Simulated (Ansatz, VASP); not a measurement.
Sc3W in VASP and in Ansatz

Contents of INCAR:

```
PREC = Accurate
ENCUT = 600
EDIFF = 1E-6
ISMEAR = 0
SIGMA = 0.1
LREAL = False
LASPH = True
NELM = 60
ALGO = Normal
ISIF = 3
LWAVE = False
LCHARG = False
GGA = PE
IBRION = 2
NSW = 90
EDIFFG = -0.04
```

File KPOINTS:

```
Automatic mesh
0
Gamma
  6 6 2
```

File POSCAR:

```
Sc3W
1.0
    2.9645799200      0.0000000000      0.0000000000
   -1.4822899600      2.5674015200      0.0000000000
    0.0000000000      0.0000000000      8.9118428800
Sc W
3 1
Direct
    0.6666666700      0.3333333300      0.5000000000
    0.3333333300      0.6666666700      0.2567962400
    0.3333333300      0.6666666700      0.7432037600
    0.6666666700      0.3333333300      0.0000000000
```

Input for Ansatz:

```yaml
crystal:
  lattice:
    - [2.96457992, 0.0, 0.0]
    - [-1.48228996, 2.56740152, 0.0]
    - [0.0, 0.0, 8.91184288]
  atoms:
    - { symbol: Sc, position: [0.66666667, 0.33333333, 0.5] }
    - { symbol: Sc, position: [0.33333333, 0.66666667, 0.25679624] }
    - { symbol: Sc, position: [0.33333333, 0.66666667, 0.74320376] }
    - { symbol: W, position: [0.66666667, 0.33333333, 0.0] }
basis:
  ecutwfc: 420
kpoints:
  mp_grid: { grid: [6, 6, 2] }
hamiltonian:
  xc: pbe
scf:
  occupations: { method: gaussian, width: 0.1 }
  lower_state_search: "off"
output:
  forces: true
  stress: true
  eigenvalues: true
relax:
  adjacent_minimum: "off"
  f_tol: 0.04
  max_steps: 70
  cell: { stress_tol: 0.4 }
```

Change from the starting cell: species swapped into the Zn3Ag type (P-6m2, No. 187).

Alike in both runs: task relaxation of cell and atoms; functional PBE; k mesh 6 × 6 × 2; occupations gaussian, width 0.1 eV; no spin polarisation.

|  | VASP | Ansatz |
| --- | --- | --- |
| version | VASP 6.6.1 | Ansatz 0.2.0 |
| potentials or method | VASP PAW PBE potentials, release 64 (Sc_sv, W_sv), cutoff 600 eV | scalar-relativistic, plane waves, PAW |
| valence electrons in the cell | 47 | 47 |

|  | VASP | Ansatz | Ansatz less VASP |
| --- | --- | --- | --- |
| gap on the k mesh at the Fermi level, each at its own relaxed structure (eV) | none | none | - |
| relaxed volume (Å³/atom) | 21.14 | 21.13 | -0.008 |
| relaxed length of the cell vector where the two differ most in proportion (Å) | 10.186 | 10.211 | +0.0248 |

A gap of «none» marks a metal or a gap that the smearing closes.

The k mesh is coarse, so the values compare programs but aren't converged. Neither program's run includes spin-orbit coupling. Noted on VASP's run: the volume moved by over 15 % at a fixed basis, so the end points are rough.
